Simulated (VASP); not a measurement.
Write the native input for VASP 6.6.1 that does the following.

* Task: single point
* Functional: PBE
* Potentials or basis: VASP PAW PBE potentials, release 64 (Sr_sv, Al, Bi_d, O_h)
* Cutoff: 910 eV
* k mesh: 6 × 6 × 6
* Occupations: gaussian, width 0.05 eV
* Spin: no spin polarisation
* Dipole correction: no
* Further INCAR settings: ALGO = Normal; EDIFF = 1e-06; NBANDS = 48

The structure of Sr2AlBiO6 lies in POSCAR:

```
Sr2AlBiO6
1.0
    0.0000000000      4.0318060600      4.0318060600
    4.0318060600      0.0000000000      4.0318060600
    4.0318060600      4.0318060600      0.0000000000
Sr Al Bi O
2 1 1 6
Direct
    0.2500000000      0.2500000000      0.2500000000
    0.7500000000      0.7500000000      0.7500000000
    0.0000000000      0.0000000000      0.0000000000
    0.5000000000      0.5000000000      0.5000000000
    0.7613502300      0.2386497700      0.2386497700
    0.2386497700      0.7613502300      0.7613502300
    0.2386497700      0.7613502300      0.2386497700
    0.7613502300      0.2386497700      0.7613502300
    0.2386497700      0.2386497700      0.7613502300
    0.7613502300      0.7613502300      0.2386497700
```

One way to write it, as run:

INCAR

```
SYSTEM = Sr2AlBiO6
  ALGO = Normal
  EDIFF = 1E-6
  ENCUT = 910
  GGA = PE
  GGA_COMPAT = .FALSE.
  ISIF = 2
  ISMEAR = 0
  LASPH = .TRUE.
  LCHARG = .FALSE.
  LREAL = .FALSE.
  LWAVE = .FALSE.
  NBANDS = 48
  NELM = 120
  PREC = Accurate
  SIGMA = 0.05
```

KPOINTS

```
k-points
0
G
  6 6 6
  0 0 0
```

Potentials or basis: VASP PAW PBE potentials, release 64 (Sr_sv, Al, Bi_d, O_h).

Run with:

```console
$ cat potpaw_PBE.64/Sr_sv/POTCAR potpaw_PBE.64/Al/POTCAR potpaw_PBE.64/Bi_d/POTCAR potpaw_PBE.64/O_h/POTCAR > POTCAR
$ mpirun -np 1 vasp_std > vasp.out
```

It gave:

| Property | Result |
| --- | --- |
| Pressure | -1.3 GPa |
| Largest force | 0.189 eV/Å |
| Band gap on the k mesh | zero (filled and empty bands touch) |

Caveat: the cutoff is under 1.25 times the usual one of these potentials, so pressure, stress and relaxed cells hold a basis-set (Pulay) error; spin-orbit coupling is left out, which moves the levels of the heavy elements.

Run time: 5.3 min on 1 thread of AMD EPYC 7R43 64-Core Processor (Zen 3), with other jobs on the host, peak memory 0.53 GiB.
